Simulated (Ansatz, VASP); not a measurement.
# Two plane-wave programs on ZnInC2N2

The input INCAR:

```
PREC = Accurate
ENCUT = 520
EDIFF = 1E-6
ISMEAR = 0
SIGMA = 0.1
LREAL = F
LASPH = T
NELM = 150
ALGO = Normal
ISIF = 2
LWAVE = F
LCHARG = T
ISPIN = 2
MAGMOM = 0 0 1 1 1 1
LORBIT = 11
GGA = PE
LELF = T
LVHAR = T
NBANDS = 34
```

KPOINTS

```
Automatic mesh
0
Gamma
  6 4 2
```

Contents of POSCAR:

```
ZnInC2N2
1.0
    3.9257213800      0.0000000000      0.0000000000
    1.3651804300      4.1535458500      0.0000000000
    0.1632985700      1.9411947000      8.0233917700
Zn In C N
1 1 2 2
Direct
    0.5000000000      0.5000000000      0.5000000000
    0.0000000000      0.0000000000      0.0000000000
    0.8067973400      0.1932026600      0.1932026600
    0.1932026600      0.8067973400      0.8067973400
    0.6938302600      0.3061697400      0.3061697400
    0.3061697400      0.6938302600      0.6938302600
```

Input for Ansatz:

```yaml
crystal:
  lattice:
    - [3.92572138, 0.0, 0.0]
    - [1.36518043, 4.15354585, 0.0]
    - [0.16329857, 1.9411947, 8.02339177]
  atoms:
    - { symbol: Zn, position: [0.5, 0.5, 0.5] }
    - { symbol: In, position: [0.0, 0.0, 0.0] }
    - { symbol: C, position: [0.80679734, 0.19320266, 0.19320266], spin: 1.0 }
    - { symbol: C, position: [0.19320266, 0.80679734, 0.80679734], spin: 1.0 }
    - { symbol: "N", position: [0.69383026, 0.30616974, 0.30616974], spin: 1.0 }
    - { symbol: "N", position: [0.30616974, 0.69383026, 0.69383026], spin: 1.0 }
basis:
  ecutwfc: 420
kpoints:
  mp_grid: { grid: [6, 4, 2] }
hamiltonian:
  xc: pbe
scf:
  occupations: { method: gaussian, width: 0.1 }
  lower_state_search: "off"
output:
  forces: true
  stress: true
  eigenvalues: true
  populations: true
magnetization:
  spin_polarized: true
```

Alike in both runs: task single point; functional PBE; k mesh 6 × 4 × 2; occupations gaussian, width 0.1 eV; collinear spin.

|  | VASP | Ansatz |
| --- | --- | --- |
| version | VASP 6.6.1 | Ansatz 0.2.0 |
| potentials or method | VASP PAW PBE potentials, release 64 (Zn, In_d, C, N), cutoff 520 eV | scalar-relativistic, plane waves, PAW |
| valence electrons in the cell | 43 | 43 |

VASP gave:

```
gap on the k mesh at the Fermi level (eV)                     : none
pressure (GPa)                                                : 2.0
traceless stress, the component that is largest in VASP (GPa) : -4.96
rms of the force components (eV/Å)                            : 1.144
net moment per atom (μB)                                      : 0.00
```

Problem. Which values does Ansatz return?

Solution. gap on the k mesh at the Fermi level (eV): none; pressure (GPa): 1.7; traceless stress, the component that is largest in VASP (GPa): -4.72; rms of the force components (eV/Å): 0.976; net moment per atom (μB): 0.00.

Atom by atom the forces differ by 0.187 eV/Å (rms over components). A gap of «none» marks a metal or a gap that the smearing closes. With one functional, cell and mesh, what is left measures potentials, basis and numerics. Ansatz's warnings: seeded moment not kept.

The k mesh is coarse, so the values compare programs but aren't converged. Noted on VASP's run: the standard files for N, O and F lose accuracy on very short bonds.
